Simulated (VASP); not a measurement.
# Y3AlN4 (Pm-3m) in VASP: a series of runs

The runs below take Y3AlN4 through relaxation of cell and atoms, single point, with PBE.

Program: VASP 6.6.1. These are calculated values, not measurements. Logs are shortened: lines on timing, memory, paths and dates and some standing lists are left out, and cuts for length are marked.

**1. The cell of the first run**

It takes space group Pm-3m (No. 221, cubic). Conventional cell: a = 5.040 Å, b = 5.040 Å, c = 5.040 Å, α = 90.00°, β = 90.00°, γ = 90.00°. Y (site symmetry 4/mmm) has 6 N at 2.52 Å within 3.3 Å. Al (site symmetry m-3m) has 6 N at 2.52 Å within 3.3 Å. N (site symmetry 4/mmm) has 4 Y at 2.52 Å and 2 Al at 2.52 Å within 3.3 Å. Within 3.3 Å of N (site symmetry m-3m) lie 6 Y at 2.52 Å.

**2. Relaxation of cell and atoms, PBE**

INCAR

```
SYSTEM = Y3AlN4
ALGO = Normal
EDIFF = 1E-7
EDIFFG = -0.04
ENCUT = 600
GGA = PE
IBRION = 2
ISIF = 3
ISMEAR = 0
LASPH = .True.
LCHARG = .False.
LREAL = .False.
LWAVE = .False.
NELM = 100
NSW = 90
PREC = Accurate
SIGMA = 0.1
```

KPOINTS

```
k-points
0
Gamma
  4 4 4
  0 0 0
```

POSCAR

```
Y3AlN4
1.0
    5.0398178000      0.0000000000      0.0000000000
    0.0000000000      5.0398178000      0.0000000000
    0.0000000000      0.0000000000      5.0398178000
Y Al N
3 1 4
Direct
    0.0000000000      0.0000000000      0.5000000000
    0.5000000000      0.0000000000      0.0000000000
    0.0000000000      0.5000000000      0.0000000000
    0.5000000000      0.5000000000      0.5000000000
    0.5000000000      0.5000000000      0.0000000000
    0.0000000000      0.5000000000      0.5000000000
    0.5000000000      0.0000000000      0.5000000000
    0.0000000000      0.0000000000      0.0000000000
```

Potentials or basis: VASP PAW PBE potentials, release 64 (Y_sv, Al, N).

Run with:

```bash
cat potpaw_PBE.64/Y_sv/POTCAR potpaw_PBE.64/Al/POTCAR potpaw_PBE.64/N/POTCAR > POTCAR
mpirun -np 1 vasp_std > vasp.out
```

OUTCAR:

```text
SYSTEM = Y3AlN4
   EDIFF = 1E-7
   EDIFFG = -0.04
   ENCUT = 600
   GGA = PE
   IBRION = 2
   ISIF = 3
   ISMEAR = 0
   LASPH = .True.
   LREAL = .False.
   NELM = 100
   NSW = 90
   PREC = Accurate

 ion  position               nearest neighbor table
   1  0.000  0.000  0.500-   6 2.52   7 2.52   8 2.52   8 2.52   6 2.52   7 2.52   2 3.56   3 3.56
                             2 3.56   3 3.56   4 3.56   3 3.56   3 3.56   2 3.56   4 3.56   4 3.56
   2  0.500  0.000  0.000-   5 2.52   7 2.52   8 2.52   7 2.52   5 2.52   8 2.52   1 3.56   4 3.56
                             1 3.56   3 3.56   4 3.56   3 3.56   4 3.56   1 3.56   3 3.56   4 3.56
   3  0.000  0.500  0.000-   5 2.52   6 2.52   8 2.52   6 2.52   8 2.52   5 2.52   1 3.56   4 3.56
                             1 3.56   1 3.56   2 3.56   2 3.56   1 3.56   2 3.56   4 3.56   4 3.56
   4  0.500  0.500  0.500-   5 2.52   6 2.52   7 2.52   5 2.52   7 2.52   6 2.52   2 3.56   3 3.56
                             1 3.56   1 3.56   2 3.56   2 3.56   2 3.56   1 3.56   3 3.56   3 3.56
   5  0.500  0.500  0.000-   2 2.52   3 2.52   4 2.52   4 2.52   2 2.52   3 2.52
   6  0.000  0.500  0.500-   1 2.52   3 2.52   4 2.52   3 2.52   1 2.52   4 2.52
   7  0.500  0.000  0.500-   1 2.52   2 2.52   4 2.52   2 2.52   4 2.52   1 2.52
   8  0.000  0.000  0.000-   1 2.52   2 2.52   3 2.52   1 2.52   3 2.52   2 2.52

  LATTYP: Found a simple cubic cell.
 ALAT       =     5.0398178000

  Lattice vectors:

 A1 = (   5.0398178000,   0.0000000000,   0.0000000000)
 A2 = (   0.0000000000,   5.0398178000,   0.0000000000)
 A3 = (   0.0000000000,   0.0000000000,   5.0398178000)

Analysis of symmetry for initial positions (statically):
=====================================================================
 Subroutine PRICEL returns:
 Original cell was already a primitive cell.

 Routine SETGRP: Setting up the symmetry group for a
 simple cubic supercell.

 Subroutine GETGRP returns: Found 48 space group operations
 (whereof 48 operations were pure point group operations)
 out of a pool of 48 trial point group operations.

The static configuration has the point symmetry O_h .

Analysis of symmetry for dynamics (positions and initial velocities):
=====================================================================
 Subroutine PRICEL returns:
 Original cell was already a primitive cell.

 Routine SETGRP: Setting up the symmetry group for a
 simple cubic supercell.

 Subroutine GETGRP returns: Found 48 space group operations
 (whereof 48 operations were pure point group operations)
 out of a pool of 48 trial point group operations.

The dynamic configuration has the point symmetry O_h .

 Subroutine INISYM returns: Found 48 space group operations
 (whereof 48 operations are pure point group operations),
 and found     1 'primitive' translations

----------------------------------------------------------------------------------------

                                     Primitive cell

  volume of cell :     128.0102

  direct lattice vectors                    reciprocal lattice vectors
     5.039817800  0.000000000  0.000000000     0.198419871  0.000000000  0.000000000
     0.000000000  5.039817800  0.000000000     0.000000000  0.198419871  0.000000000
     0.000000000  0.000000000  5.039817800     0.000000000  0.000000000  0.198419871

  length of vectors
     5.039817800  5.039817800  5.039817800     0.198419871  0.198419871  0.198419871

  position of ions in fractional coordinates (direct lattice)
     0.000000000  0.000000000  0.500000000
     0.500000000  0.000000000  0.000000000
     0.000000000  0.500000000  0.000000000
     0.500000000  0.500000000  0.500000000
     0.500000000  0.500000000  0.000000000
     0.000000000  0.500000000  0.500000000
     0.500000000  0.000000000  0.500000000
     0.000000000  0.000000000  0.000000000

  ion indices of the primitive-cell ions
   primitive index   ion index
                 1           1
                 2           2
                 3           3
                 4           4
                 5           5
                 6           6
                 7           7
                 8           8

----------------------------------------------------------------------------------------

 KPOINTS: k-points

Automatic generation of k-mesh.
 Grid dimensions read from file:
 generate k-points for:    4    4    4

 Generating k-lattice:

  Cartesian coordinates                     Fractional coordinates (reciprocal lattice)
     0.049604968  0.000000000  0.000000000     0.250000000  0.000000000  0.000000000
     0.000000000  0.049604968  0.000000000     0.000000000  0.250000000  0.000000000
     0.000000000  0.000000000  0.049604968     0.000000000  0.000000000  0.250000000

  Length of vectors
     0.049604968  0.049604968  0.049604968

  Shift w.r.t. Gamma in fractional coordinates (k-lattice)
     0.000000000  0.000000000  0.000000000

 Subroutine IBZKPT returns following result:
 ===========================================

 Found     10 irreducible k-points:

 Following reciprocal coordinates:
            Coordinates               Weight
  0.000000  0.000000  0.000000      1.000000
  0.250000  0.000000  0.000000      6.000000
  0.500000  0.000000  0.000000      3.000000
  0.250000  0.250000  0.000000     12.000000
  0.500000  0.250000  0.000000     12.000000
  0.500000  0.500000  0.000000      3.000000
  0.250000  0.250000  0.250000      8.000000
  0.500000  0.250000  0.250000     12.000000
  0.500000  0.500000  0.250000      6.000000
  0.500000  0.500000  0.500000      1.000000
   k-points           NKPTS =     10   k-points in BZ     NKDIM =     10   number of bands    NBANDS=     33
   number of dos      NEDOS =    301   number of ions     NIONS =      8
   total plane-waves  NPLWV =  64000
   dimension x,y,z NGX =    40 NGY =   40 NGZ =   40
   dimension x,y,z NGXF=    80 NGYF=   80 NGZF=   80
   ions per type =               3   1   4
   NGX,Y,Z   is equivalent  to a cutoff of  13.19, 13.19, 13.19 a.u.
   NGXF,Y,Z  is equivalent  to a cutoff of  26.39, 26.39, 26.39 a.u.
 SYSTEM =  Y3AlN4
   PREC   = accura    normal or accurate (medium, high low for compatibility)
   ISTART =      0    job   : 0-new  1-cont  2-samecut
   ICHARG =      2    charge: 1-file 2-atom 10-const
   ISPIN  =      1    spin polarized calculation?
   LNONCOLLINEAR =      F non collinear calculations
   LSORBIT =      F    spin-orbit coupling
   LASPH  =      T    aspherical Exc in radial PAW
   ENCUT  =  600.0 eV  44.10 Ry    6.64 a.u.  10.07 10.07 10.07*2*pi/ulx,y,z
   NELM   =    100;   NELMIN=  2; NELMDL= -5     # of ELM steps
   EDIFF  = 0.1E-06   stopping-criterion for ELM
   LREAL  =      F    real-space projection
   EDIFFG = -.4E-01   stopping-criterion for IOM
   NSW    =     90    number of steps for IOM
   IBRION =      2    ionic relax: 0-MD 1-quasi-New 2-CG
   NFREE  =      1    steps in history (QN), initial steepest desc. (CG)
   ISIF   =      3    stress and relaxation
   ISYM   =      2    0-nonsym 1-usesym 2-fastsym
   POTIM  = 0.5000    time-step for ionic-motion
   TEBEG  =    0.0;   TEEND  =   0.0 temperature during run
   PSTRESS=    0.0 pullay stress
   NELECT =      56.0000    total number of electrons
   NUPDOWN=      -1.0000    fix difference up-down
   EMIN   =  10.00;   EMAX   =-10.00  energy-range for DOS
   EFERMI =   0.00;   METHOD = LEGACY
   ISMEAR =     0;   SIGMA  =   0.10  broadening in eV -4-tet -1-fermi 0-gaus
   EFERMI_NEDOS =   21; number of points for ismear=-14 and -15
   IALGO  =     38    algorithm
   IMIX   =      4    mixing-type and parameters
     AMIX     =   0.40;   BMIX     =  1.00
     AMIX_MAG =   1.60;   BMIX_MAG =  1.00
  volume/ion in A,a.u.               =      16.00       107.98
  Fermi-wavevector in a.u.,A,eV,Ry     =   1.242766  2.348487 21.013751  1.544467
  Thomas-Fermi vector in A             =   2.377106
   LORBIT       =      0    0 simple, 1 ext, 2 COOP (PROOUT), +10 PAW based schemes
   GGA     = PE    functional components
   LHFCALC =     F    Hartree Fock is set to
   AEXX    =    0.0000 exact exchange contribution
   IVDW    =     0    specifies the selected vdW correction
   LEPSILON=     F    determine dielectric tensor
   LRPA    =     F    only Hartree local field effects (RPA)
 conjugate gradient relaxation of ions
 non-spin polarized calculation
 Gauss-broadening in eV      SIGMA  =   0.10
  energy-cutoff  :      600.00
  volume of cell :      128.01
 maximum number of plane-waves:      4337
   NGX = 21   NGY = 21   NGZ = 21

--------------------------------------- Ionic step        1  -------------------------------------------

 number of electron      56.0000012 magnetization

 Free energy of the ion-electron system (eV)
  ---------------------------------------------------
  ext. energy  EPLUGINS =         0.00000000
  ---------------------------------------------------
  free energy    TOTEN  =       -65.71706094 eV

  energy without entropy =      -65.71462489  energy(sigma->0) =      -65.71584291

------------------------ aborting loop because EDIFF is reached ----------------------------------------

  FORCE on cell =-STRESS in cart. coord.  units (eV):
  Direction    XX          YY          ZZ          XY          YZ          ZX
  --------------------------------------------------------------------------------------
  -------------------------------------------------------------------------------------
  Total      -14.6717798    -14.6717798    -14.6717798      0.0000000      0.0000000     -0.0000000
  in kB     -183.6322152   -183.6322152   -183.6322152      0.0000000      0.0000000     -0.0000000
  external PRESSURE =    -183.6322152 kB  Pullay stress =       0.0000000 kB
[... 69 lines left out ...]
  energy  without entropy=      -66.1215923362  energy(sigma->0) =      -66.12164880

--------------------------------------- Ionic step        3  -------------------------------------------

 number of electron      55.9999994 magnetization

 Free energy of the ion-electron system (eV)
  ---------------------------------------------------
  ext. energy  EPLUGINS =         0.00000000
  ---------------------------------------------------
  free energy    TOTEN  =       -66.96262935 eV

  energy without entropy =      -66.96019931  energy(sigma->0) =      -66.96141433

 E-fermi :   4.7840     XC(G=0): -11.2092

 val. band max:        4.7533208065   @ k =   0.0000   0.0000   0.0000
 cond. band min:       5.4831597217   @ k =   0.0000   0.0000   0.0000
 fundamental gap:      0.7298389152
 Fermi energy:         4.7839511384

 k-point     1 :       0.0000    0.0000    0.0000
  band No.  band energies     occupation
      1     -35.8358      2.00000
      2     -35.6789      2.00000
      3     -35.6789      2.00000
      4     -16.3226      2.00000
      5     -16.3226      2.00000
      6     -16.3226      2.00000
[... 384 lines left out ...]
  FREE ENERGIE OF THE ION-ELECTRON SYSTEM (eV)
  ---------------------------------------------------
  free  energy   TOTEN  =       -66.9626293471 eV

  energy  without entropy=      -66.9601993149  energy(sigma->0) =      -66.96141433

 reached required accuracy - stopping structural energy minimisation
```

Run time: 92 s. Hardware: 1 thread of Intel Xeon 6975P-C (Granite Rapids), shared host; peak memory 0.27 GiB.

What came out:

- Free energy: -66.9626 eV
- Relaxed volume: 13.67 Å³/atom
- Relaxed cell: a = 4.783 Å, b = 4.783 Å, c = 4.783 Å, α = 90.00°, β = 90.00°, γ = 90.00°
- Space group after relaxing (to 0.05 Å): Pm-3m (No. 221)
- Energy gained by relaxing: 155.7 meV/atom
- Ionic steps: 3
- Pressure after relaxing: -0.4 GPa
- Band gap on the k mesh: zero (filled and empty bands touch)

Step by step:
| step | energy change (eV) | largest force (eV/Å) | pressure (GPa) | volume (Å³) |
| --- | --- | --- | --- | --- |
| 1 | 0.0000 | 0.0000 | -18.36 | 128.01 |
| 2 | -0.4046 | 0.0000 | 24.45 | 96.95 |
| 3 | -1.2456 | 0.0000 | -0.37 | 109.40 |

Final structure:
```cif
data_structure
_symmetry_space_group_name_H-M 'P 1'
_symmetry_Int_Tables_number 1
_cell_length_a 4.7826
_cell_length_b 4.7826
_cell_length_c 4.7826
_cell_angle_alpha 90.000
_cell_angle_beta 90.000
_cell_angle_gamma 90.000
_cell_volume 109.40
loop_
_atom_site_label
_atom_site_type_symbol
_atom_site_fract_x
_atom_site_fract_y
_atom_site_fract_z
_atom_site_occupancy
Y1 Y 0.00000 0.00000 0.50000 1
Y2 Y 0.50000 0.00000 0.00000 1
Y3 Y 0.00000 0.50000 0.00000 1
Al1 Al 0.50000 0.50000 0.50000 1
N1 N 0.50000 0.50000 0.00000 1
N2 N 0.00000 0.50000 0.50000 1
N3 N 0.50000 0.00000 0.50000 1
N4 N 0.00000 0.00000 0.00000 1
```

**3. Single point, PBE, collinear spin, ferromagnetic start**

This run uses another cell than the first one, of 13.67 Å³/atom, 0.854 times its volume.

INCAR

```
SYSTEM = Y3AlN4
  ALGO = Normal
  EDIFF = 1E-6
  ENCUT = 520
  GGA = PE
  ISIF = 2
  ISMEAR = 0
  ISPIN = 2
  LASPH = .TRUE.
  LCHARG = .TRUE.
  LELF = .TRUE.
  LMAXMIX = 4
  LORBIT = 11
  LREAL = .FALSE.
  LVHAR = .TRUE.
  LWAVE = .FALSE.
  MAGMOM = 0 0 0 0 1 1 1 1
  NBANDS = 42
  NELM = 150
  PREC = Accurate
  SIGMA = 0.1
```

KPOINTS

```
k-points
0
G
  4 4 4
  0 0 0
```

POSCAR, as its differences from that of step 2:

```diff
@@ -2,5 +2,5 @@
 1.0
-    5.0398178000      0.0000000000      0.0000000000
-    0.0000000000      5.0398178000      0.0000000000
-    0.0000000000      0.0000000000      5.0398178000
+    4.7821707429      0.0000000000      0.0000000000
+    0.0000000000      4.7821707429      0.0000000000
+    0.0000000000      0.0000000000      4.7821707429
 Y Al N
```

Potentials or basis: VASP PAW PBE potentials, release 64 (Y_sv, Al, N).

Run with:

```bash
cat potpaw_PBE.64/Y_sv/POTCAR potpaw_PBE.64/Al/POTCAR potpaw_PBE.64/N/POTCAR > POTCAR
mpirun -np 1 vasp_std > vasp.out
```

Run time: 51 s. Hardware: 1 thread of Intel Xeon 6975P-C (Granite Rapids), shared host; peak memory 0.29 GiB.

Results (log left out):

```yaml
Free_energy: -66.9347 eV
Pressure: -0.2 GPa
Band_gap_on_the_k_mesh: zero (filled and empty bands touch)
Net_moment: 0.00 μB per cell
Valence_electrons_inside_the_program's_atomic_spheres: Y 10.04; Al 0.57; N 3.65, 3.70
```

Levels at points of the mesh, in eV from the Fermi level:
Spin up:
```tsv
k point	band 25	band 26	band 27	band 28	band 29	band 30	band 31	band 32
(0.00, 0.00, 0.00)	-0.33	-0.33	-0.03	-0.03	-0.03	0.70	0.70	0.70
(0.50, 0.00, 0.00)	-0.69	-0.69	-0.38	-0.38	1.34	2.84	2.88	4.26
(0.50, 0.50, 0.00)	-1.47	-1.16	-1.16	-0.92	4.33	4.70	4.81	4.83
(0.50, 0.50, 0.50)	-2.31	-2.31	-1.20	-1.20	3.91	3.91	3.91	5.27
```
Spin down:
| k point | band 24 | band 25 | band 26 | band 27 | band 28 | band 29 | band 30 | band 31 | band 32 | band 33 |
| --- | --- | --- | --- | --- | --- | --- | --- | --- | --- | --- |
| (0.00, 0.00, 0.00) | -0.33 | -0.33 | -0.33 | -0.03 | -0.03 | -0.03 | 0.70 | 0.70 | 0.70 | 4.23 |
| (0.50, 0.00, 0.00) | -1.31 | -0.69 | -0.69 | -0.38 | -0.38 | 1.34 | 2.84 | 2.88 | 4.26 | 4.26 |
| (0.50, 0.50, 0.00) | -2.21 | -1.47 | -1.16 | -1.16 | -0.92 | 4.33 | 4.70 | 4.81 | 4.83 | 4.83 |
| (0.50, 0.50, 0.50) | -2.31 | -2.31 | -2.31 | -1.20 | -1.20 | 3.91 | 3.91 | 3.91 | 5.27 | 6.18 |

**4. Single point, PBE, collinear spin, ferromagnetic start**

INCAR

```
  ALGO = Normal
  EDIFF = 1E-6
  ENCUT = 520
  GGA = PE
  ISIF = 2
  ISMEAR = 0
  ISPIN = 2
  LASPH = True
  LCHARG = True
  LELF = True
  LMAXMIX = 4
  LORBIT = 11
  LREAL = False
  LVHAR = True
  LWAVE = False
  MAGMOM = 0 0 0 0 1 1 1 1
  NBANDS = 42
  NELM = 150
  PREC = Accurate
  SIGMA = 0.1
```

KPOINTS

```
k-points
0
Gamma
  4 4 4
```

POSCAR, as its differences from that of step 3:

```diff
@@ -2,5 +2,5 @@
 1.0
-    4.7821707429      0.0000000000      0.0000000000
-    0.0000000000      4.7821707429      0.0000000000
-    0.0000000000      0.0000000000      4.7821707429
+    5.0398178000      0.0000000000      0.0000000000
+    0.0000000000      5.0398178000      0.0000000000
+    0.0000000000      0.0000000000      5.0398178000
 Y Al N
```

Run with:

```bash
cat potpaw_PBE.64/Y_sv/POTCAR potpaw_PBE.64/Al/POTCAR potpaw_PBE.64/N/POTCAR > POTCAR
mpirun -np 1 vasp_std > vasp.out
```

Run time: 66 s. Hardware: 1 thread of Intel Xeon 6975P-C (Granite Rapids), shared host; peak memory 0.33 GiB.

It converged, with:

```yaml
Free_energy: -65.7110 eV
Pressure: -18.3 GPa
Band_gap_on_the_k_mesh: zero (filled and empty bands touch)
Net_moment: 0.00 μB per cell
Valence_electrons_inside_the_program's_atomic_spheres: Y 9.57; Al 0.56; N 3.56, 3.61
```

Levels at points of the mesh, in eV from the Fermi level:
Spin up:
```tsv
k point	band 24	band 25	band 26	band 27	band 28	band 29	band 30	band 31	band 32	band 33
(0.00, 0.00, 0.00)	-0.44	-0.44	-0.44	-0.03	-0.03	-0.03	0.92	0.92	0.92	3.90
(0.50, 0.00, 0.00)	-1.40	-0.68	-0.68	-0.39	-0.39	1.45	2.06	2.85	3.86	3.86
(0.50, 0.50, 0.00)	-1.83	-1.42	-1.15	-1.15	-0.69	3.31	4.10	4.10	4.22	4.29
(0.50, 0.50, 0.50)	-1.90	-1.90	-1.90	-0.91	-0.91	3.39	3.39	3.39	4.24	5.36
```
Spin down:
| k point | band 25 | band 26 | band 27 | band 28 | band 29 | band 30 | band 31 | band 32 |
| --- | --- | --- | --- | --- | --- | --- | --- | --- |
| (0.00, 0.00, 0.00) | -0.44 | -0.44 | -0.03 | -0.03 | -0.03 | 0.92 | 0.92 | 0.92 |
| (0.50, 0.00, 0.00) | -0.68 | -0.68 | -0.39 | -0.39 | 1.45 | 2.06 | 2.85 | 3.86 |
| (0.50, 0.50, 0.00) | -1.42 | -1.15 | -1.15 | -0.69 | 3.31 | 4.10 | 4.10 | 4.22 |
| (0.50, 0.50, 0.50) | -1.90 | -1.90 | -0.91 | -0.91 | 3.39 | 3.39 | 3.39 | 4.24 |

(Part 1 of 2 ends here.)
